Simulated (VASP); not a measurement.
# Tb (P6_3/mmc) in VASP: further runs

Tb is run at these levels: PBE; tasks: single point.

All numbers are computed with VASP 6.6.1; they aren't measurements. Logs are shortened: lines on timing, memory, paths and dates and some standing lists are left out, and cuts for length are marked.

## (1) The cell of the first run

The structure is hexagonal, space group P6_3/mmc (No. 194). Conventional cell: a = 3.601 Å, b = 3.601 Å, c = 5.694 Å, α = 90.00°, β = 90.00°, γ = 120.00°. Tb (site symmetry -6m2) has 12 Tb at 3.53 to 3.60 Å within 4.6 Å.

## (2) Single point, PBE, collinear spin, ferromagnetic start (31.97 Å³/atom)

File INCAR:

```
SYSTEM = Tb
ALGO     = Normal         ! electronic algorithm
EDIFF    = 1E-6           ! SCF threshold, eV
ENCUT    = 520            ! plane-wave cutoff, eV
GGA      = PE             ! functional
ISIF     = 2              ! what is computed and relaxed
ISMEAR   = -1             ! smearing method
ISPIN    = 2              ! spin polarisation
LASPH    = .True.         ! aspherical terms in the spheres
LCHARG   = .False.        ! write CHGCAR
LMAXMIX  = 6              ! l up to which the mixer works
LORBIT   = 11             ! projections on sites
LREAL    = .False.        ! projectors in reciprocal space
LWAVE    = .False.        ! write WAVECAR
MAGMOM   = 6 6            ! initial moments
NBANDS   = 30             ! bands
NELM     = 150            ! most SCF steps
PREC     = Accurate       ! precision mode
SIGMA    = 0.05           ! smearing width, eV
```

File KPOINTS:

```
k-points
0
Gamma
  9 9 5
  0 0 0
```

File POSCAR:

```
Tb
1.0
    3.6010000000      0.0000000000      0.0000000000
   -1.8005000000      3.1185574790      0.0000000000
    0.0000000000      0.0000000000      5.6936000000
Tb
2
Direct
    0.6666666667      0.3333333333      0.7500000000
    0.3333333333      0.6666666667      0.2500000000
```

Potentials or basis: VASP PAW PBE potentials, release 64 (Tb).

On the command line:

```
$ cat potpaw_PBE.64/Tb/POTCAR > POTCAR
$ mpirun -np 1 vasp_std > vasp.out
```

OUTCAR:

```text
SYSTEM = Tb
   EDIFF = 1E-6
   ENCUT = 520
   GGA = PE
   ISIF = 2
   ISMEAR = -1
   ISPIN = 2
   LASPH = .True.
   LORBIT = 11
   LREAL = .False.
   NELM = 150
   PREC = Accurate

 ion  position               nearest neighbor table
   1  0.667  0.333  0.750-   2 3.53   2 3.53   2 3.53   2 3.53   2 3.53   2 3.53
   2  0.333  0.667  0.250-   1 3.53   1 3.53   1 3.53   1 3.53   1 3.53   1 3.53

  LATTYP: Found a hexagonal cell.
 ALAT       =     3.6010000000
 C/A-ratio  =     1.5811163566

  Lattice vectors:

 A1 = (   3.6010000000,   0.0000000000,   0.0000000000)
 A2 = (  -1.8005000000,   3.1185574790,   0.0000000000)
 A3 = (   0.0000000000,   0.0000000000,   5.6936000000)

Analysis of symmetry for initial positions (statically):
=====================================================================
 Subroutine PRICEL returns:
 Original cell was already a primitive cell.

 Routine SETGRP: Setting up the symmetry group for a
 hexagonal supercell.

 Subroutine GETGRP returns: Found 24 space group operations
 (whereof 12 operations were pure point group operations)
 out of a pool of 24 trial point group operations.

The static configuration has the point symmetry D_3d.
 The point group associated with its full space group is D_6h.

Analysis of symmetry for dynamics (positions and initial velocities):
=====================================================================
 Subroutine PRICEL returns:
 Original cell was already a primitive cell.

 Routine SETGRP: Setting up the symmetry group for a
 hexagonal supercell.

 Subroutine GETGRP returns: Found 24 space group operations
 (whereof 12 operations were pure point group operations)
 out of a pool of 24 trial point group operations.

The dynamic configuration has the point symmetry D_3d.
 The point group associated with its full space group is D_6h.

Analysis of structural, dynamic, and magnetic symmetry:
=====================================================================
 Subroutine PRICEL returns:
 Original cell was already a primitive cell.

 Routine SETGRP: Setting up the symmetry group for a
 hexagonal supercell.

 Subroutine GETGRP returns: Found 24 space group operations
 (whereof 12 operations were pure point group operations)
 out of a pool of 24 trial point group operations.

The overall configuration has the point symmetry D_3d.
[... 120 lines left out ...]
     AMIX_MAG =   1.60;   BMIX_MAG =  1.00
  volume/ion in A,a.u.               =      31.97       215.74
  Fermi-wavevector in a.u.,A,eV,Ry     =   1.376411  2.601039 25.776330  1.894507
  Thomas-Fermi vector in A             =   2.501658
   LORBIT       =     11    0 simple, 1 ext, 2 COOP (PROOUT), +10 PAW based schemes
   GGA     = PE    functional components
   LHFCALC =     F    Hartree Fock is set to
   AEXX    =    0.0000 exact exchange contribution
   IVDW    =     0    specifies the selected vdW correction
   LEPSILON=     F    determine dielectric tensor
   LRPA    =     F    only Hartree local field effects (RPA)
 spin polarized calculation
  energy-cutoff  :      520.00
  volume of cell :       63.94
 maximum number of plane-waves:      1743
 NGX is ok and might be reduce to    28
   NGX = 13   NGY = 13   NGZ = 21

 number of electron      38.0000001 magnetization      12.1382621

 Free energy of the ion-electron system (eV)
  ---------------------------------------------------
  ext. energy  EPLUGINS =         0.00000000
  ---------------------------------------------------
  free energy    TOTEN  =       -18.93423682 eV

  energy without entropy =      -18.76154444  energy(sigma->0) =      -18.84789063

 E-fermi :   2.8864     XC(G=0): -10.1119

 val. band max:        2.8853143308   @ k =   0.2222   0.2222   0.2000
 cond. band min:       2.8866516784   @ k =   0.2222   0.1111   0.2000
 fundamental gap:      0.0013373476
 Fermi energy:         2.8864283010

 spin component 1

 k-point     1 :       0.0000    0.0000    0.0000
  band No.  band energies     occupation
      1     -43.2952      1.00000
      2     -43.2246      1.00000
      3     -20.3872      1.00000
      4     -19.6319      1.00000
      5     -19.5966      1.00000
      6     -19.5966      1.00000
[... 781 lines left out ...]
     29       5.4242      0.00000
     30       7.4097      0.00000

 [... further k-points ...]

 spin component 2

 k-point     1 :       0.0000    0.0000    0.0000
  band No.  band energies     occupation
      1     -40.6947      1.00000
      2     -40.6086      1.00000
      3     -18.5461      1.00000
      4     -17.7067      1.00000
      5     -17.7067      1.00000
      6     -17.6492      1.00000
[... 781 lines left out ...]
     29       6.1024      0.00000
     30       8.3193      0.00000

 [... further k-points ...]

------------------------ aborting loop because EDIFF is reached ----------------------------------------

  FORCE on cell =-STRESS in cart. coord.  units (eV):
  Direction    XX          YY          ZZ          XY          YZ          ZX
  --------------------------------------------------------------------------------------
  -------------------------------------------------------------------------------------
  Total       -0.0239065     -0.0239065      0.3363542      0.0000000      0.0000000      0.0000000
  in kB       -0.5990501     -0.5990501      8.4283709      0.0000000      0.0000000      0.0000000
  external PRESSURE =       2.4100902 kB  Pullay stress =       0.0000000 kB

 VOLUME and BASIS-vectors are now :
 -----------------------------------------------------------------------------
  energy-cutoff  :      520.00
  volume of cell :       63.94
      direct lattice vectors                 reciprocal lattice vectors
     3.601000000  0.000000000  0.000000000     0.277700639  0.160330539  0.000000000
    -1.800500000  3.118557479  0.000000000     0.000000000  0.320661077  0.000000000
     0.000000000  0.000000000  5.693600000     0.000000000  0.000000000  0.175635802

 POSITION                                       TOTAL-FORCE (eV/Angst)
 -----------------------------------------------------------------------------------
      1.80050      1.03952      4.27020        -0.000000      0.000000      0.000000
     -0.00000      2.07904      1.42340         0.000000     -0.000000      0.000000
 -----------------------------------------------------------------------------------
    total drift:                               -0.000000      0.000000     -0.000000

  FREE ENERGIE OF THE ION-ELECTRON SYSTEM (eV)
  ---------------------------------------------------
  free  energy   TOTEN  =       -18.9342368168 eV

  energy  without entropy=      -18.7615444447  energy(sigma->0) =      -18.84789063

 total charge

# of ion       s       p       d       f       tot
--------------------------------------------------
    1        2.087   5.598   0.521   8.097  16.303
    2        2.087   5.598   0.521   8.097  16.303
--------------------------------------------------
tot          4.175  11.197   1.042  16.193  32.607

 magnetization (x)

# of ion       s       p       d       f       tot
--------------------------------------------------
    1        0.002  -0.041   0.108   5.707   5.776
    2        0.002  -0.041   0.108   5.707   5.776
--------------------------------------------------
tot          0.004  -0.082   0.215  11.414  11.551
```

OSZICAR:

```text
N       E                     dE             d eps       ncg     rms          rms(c)
DAV:   1     0.269130316102E+03    0.26913E+03   -0.13041E+04  5896   0.603E+03
DAV:   2     0.438447915509E+02   -0.22529E+03   -0.20206E+03  5950   0.425E+02
DAV:   3    -0.786816227024E+01   -0.51713E+02   -0.47804E+02  6798   0.173E+02
[... 12 lines left out ...]
DAV:  92    -0.189342408019E+02   -0.17437E-04   -0.10220E-06  3044   0.218E-02    0.165E-02
DAV:  93    -0.189342454612E+02   -0.46593E-05   -0.14003E-06  2510   0.188E-02    0.140E-02
DAV:  94    -0.189342473614E+02   -0.19002E-05   -0.34539E-06  2340   0.267E-02    0.135E-02
DAV:  95    -0.189342422347E+02    0.51267E-05   -0.30132E-07  2340   0.841E-03    0.133E-02
DAV:  96    -0.189342363135E+02    0.59212E-05   -0.14391E-06  2340   0.226E-02    0.869E-03
DAV:  97    -0.189342368168E+02   -0.50333E-06   -0.18992E-06  2340   0.214E-02
   1 F= -.18934237E+02 E0= -.18847891E+02  d E =-.172692E+00  mag=    12.1383
```

It took 8.5 min on 1 thread of AMD EPYC 9R45 (Zen 5), shared host; peak memory 0.25 GiB.

What came out:

- Free energy: -18.9342 eV
- Pressure: 0.2 GPa
- Net moment: 12.14 μB per cell
- Site moments: Tb +5.78 μB
- Valence electrons inside the program's atomic spheres: Tb 16.30

Caveat: the magnetic or orbital state may not be the lowest; spin-orbit coupling is left out, which moves the levels of the heavy elements; semilocal functionals describe open f shells poorly, which spoils levels, moments and volumes. The state reached can hang on the start; a lower one may exist.

## (3) Single point, PBE, collinear spin, ferromagnetic start (32.61 Å³/atom)

This run uses another cell than the first one, of 32.61 Å³/atom.

File INCAR:

```
PREC     = Accurate       # precision mode
ENCUT    = 520            # plane-wave cutoff, eV
EDIFF    = 1E-6           # SCF threshold, eV
ISMEAR   = -1             # smearing method
SIGMA    = 0.05           # smearing width, eV
LREAL    = False          # projectors in reciprocal space
LASPH    = True           # aspherical terms in the spheres
NELM     = 150            # most SCF steps
ALGO     = Normal         # electronic algorithm
ISIF     = 2              # what is computed and relaxed
LWAVE    = False          # write WAVECAR
LCHARG   = False          # write CHGCAR
ISPIN    = 2              # spin polarisation
MAGMOM   = 6 6            # initial moments
LORBIT   = 11             # projections on sites
LMAXMIX  = 6              # l up to which the mixer works
GGA      = PE             # functional
NBANDS   = 30             # bands
```

File KPOINTS:

```
Automatic mesh
0
Gamma
  9 9 5
```

File POSCAR:

```
Tb
1.0
    3.6248483771      0.0000000000      0.0000000000
   -1.8124241886      3.1392107794      0.0000000000
    0.0000000000      0.0000000000      5.7313070592
Tb
2
Direct
    0.6666666667      0.3333333333      0.7500000000
    0.3333333333      0.6666666667      0.2500000000
```

Potentials or basis: VASP PAW PBE potentials, release 64 (Tb).

On the command line:

```
$ cat potpaw_PBE.64/Tb/POTCAR > POTCAR
$ mpirun -np 1 vasp_std > vasp.out
```

Run time: 12 min. Hardware: 1 thread of AMD EPYC 9R45 (Zen 5), shared host; peak memory 0.27 GiB.

Results (log left out):

- Free energy: -19.1095 eV
- Pressure: 0.6 GPa
- Band gap on the k mesh: zero (filled and empty bands overlap)
- Net moment: 11.97 μB per cell
- Site moments: Tb +5.72 μB
- Valence electrons inside the program's atomic spheres: Tb 16.31

Stress tensor (GPa, compression positive):
```
-0.13  0.00  0.00
 0.00 -0.13  0.00
 0.00  0.00  1.93
```

Levels at points of the mesh, in eV from the Fermi level:
Spin up:
```tsv
k point	band 22	band 23	band 24	band 25	band 26	band 27	band 28	band 29
(0.00, 0.00, 0.00)	-3.59	-3.49	-2.09	1.25	1.78	1.78	2.09	2.45
```
Spin down:
```tsv
k point	band 10	band 11	band 12	band 13	band 14	band 15	band 16	band 17
(0.00, 0.00, 0.00)	-1.67	-0.18	-0.17	-0.11	-0.05	0.26	0.26	0.31
```

Caveat: the magnetic or orbital state may not be the lowest; spin-orbit coupling is left out, which moves the levels of the heavy elements; semilocal functionals describe open f shells poorly, which spoils levels, moments and volumes. The state reached can hang on the start; a lower one may exist.
